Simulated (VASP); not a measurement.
MoS2:

```
Mo S
1.0
     3.87781    0.00000    0.00000
    -1.93891    3.35828    0.00000
     0.00000    0.00000    6.06891
Mo S
1 2
Direct
  0.00000 0.00000 0.00000
  0.33333 0.66667 0.25964
  0.66667 0.33333 0.74036
```

| Quantity | Value |
| --- | --- |
| Program | VASP 6.6.1 |
| Task | relaxation of cell and atoms |
| Functional | PBE |
| Dispersion | D3(BJ) |
| Potentials or basis | VASP PAW PBE potentials, release 64 (Mo_sv, S) |
| Cutoff | 600 eV |
| k mesh | 12 × 12 × 4 |
| Occupations | fermi-dirac, width 0.02 eV |
| Spin | no spin polarisation |

At the start: pressure -23.2 GPa; volume 26.34 Å³/atom.

Question: Where does the relaxation end?

Answer: Over 24 steps the energy falls by 960.2 meV/atom and the volume is 16.93 Å³/atom (-35.8 %); space group P-3m1 (No. 164, to 0.1 Å) before and after.

Step by step:
| step | energy change (eV) | largest force (eV/Å) | pressure (GPa) | volume (Å³) |
| --- | --- | --- | --- | --- |
| 1 | 0.0000 | 2.4267 | -23.20 | 79.03 |
| 2 | -0.0904 | 8.1883 | 68.85 | 42.85 |
| 3 | -2.5078 | 0.8408 | -3.86 | 56.72 |
| 4 | -2.5237 | 1.1220 | -1.63 | 55.83 |
| 5 | -2.5261 | 1.2628 | -0.50 | 55.40 |
| 6 | -2.7957 | 0.6616 | -0.42 | 53.41 |
| 7 | -2.8701 | 0.2406 | -0.30 | 52.09 |
| 8 | -2.8786 | 0.0216 | -0.16 | 51.44 |
| 9 | -2.8786 | 0.0518 | -0.19 | 51.52 |
| 10 | -2.8789 | 0.0725 | 0.05 | 51.38 |
| 11 | -2.8791 | 0.1010 | 0.39 | 51.19 |
| 12 | -2.8793 | 0.0927 | 0.35 | 51.18 |
| 13 | -2.8797 | 0.0677 | 0.23 | 51.15 |
| 14 | -2.8801 | 0.0181 | -0.05 | 51.09 |
| 15 | -2.8801 | 0.0803 | -0.56 | 50.95 |
| 16 | -2.8803 | 0.0283 | -0.28 | 51.02 |
| 17 | -2.8804 | 0.0245 | -0.18 | 50.92 |
| 18 | -2.8805 | 0.0180 | -0.01 | 50.75 |
| 19 | -2.8805 | 0.0168 | 0.03 | 50.72 |
| 20 | -2.8806 | 0.0098 | 0.04 | 50.73 |
| 21 | -2.8806 | 0.0108 | 0.07 | 50.76 |
| 22 | -2.8806 | 0.0088 | 0.07 | 50.75 |
| 23 | -2.8806 | 0.0027 | -0.05 | 50.79 |
| 24 | -2.8806 | 0.0021 | 0.01 | 50.78 |

Final structure:
```
CELL_PARAMETERS angstrom
3.17304 0.00000 0.00000
-1.58652 2.74794 0.00000
0.00000 0.00000 5.82349
ATOMIC_POSITIONS crystal
Mo 0.00000 0.00000 0.00000
S 0.33333 0.66667 0.27017
S 0.66667 0.33333 0.72983
```

Caveat: the volume moved by over 15 % at a fixed basis, so the end points are rough.
